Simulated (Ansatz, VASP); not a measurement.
One calculation of SnP5, two programs

```
Sn P
1.0
     4.84715    0.00000    0.00000
     0.00000    4.84715    0.00000
     0.00000    0.00000    6.30770
Sn P
1 5
Direct
  0.00000 0.00000 0.00000
  0.20001 0.20001 0.50000
  0.79999 0.79999 0.50000
  0.79999 0.20001 0.50000
  0.20001 0.79999 0.50000
  0.50000 0.50000 0.50000
```

Alike in both runs: task single point; functional PBE; k mesh 4 × 4 × 4; occupations gaussian, width 0.1 eV; no spin polarisation.

|  | VASP | Ansatz |
| --- | --- | --- |
| version | VASP 6.6.1 | Ansatz 0.2.0 |
| potentials or method | VASP PAW PBE potentials, release 64 (Sn_d, P), cutoff 500 eV | scalar-relativistic, plane waves, PAW |
| valence electrons in the cell | 39 | 39 |

|  | VASP | Ansatz | Ansatz less VASP |
| --- | --- | --- | --- |
| gap on the k mesh at the Fermi level (eV) | none | none | - |
| pressure (GPa) | 19.7 | 20.2 | +0.50 |
| traceless stress, the component that is largest in VASP (GPa) | -24.52 | -25.05 | -0.530 |
| rms of the force components (eV/Å) | 1.749 | 1.806 | +0.0568 |

Atom by atom the forces differ by 0.057 eV/Å (rms over components). A gap of «none» marks a metal or a gap that the smearing closes.
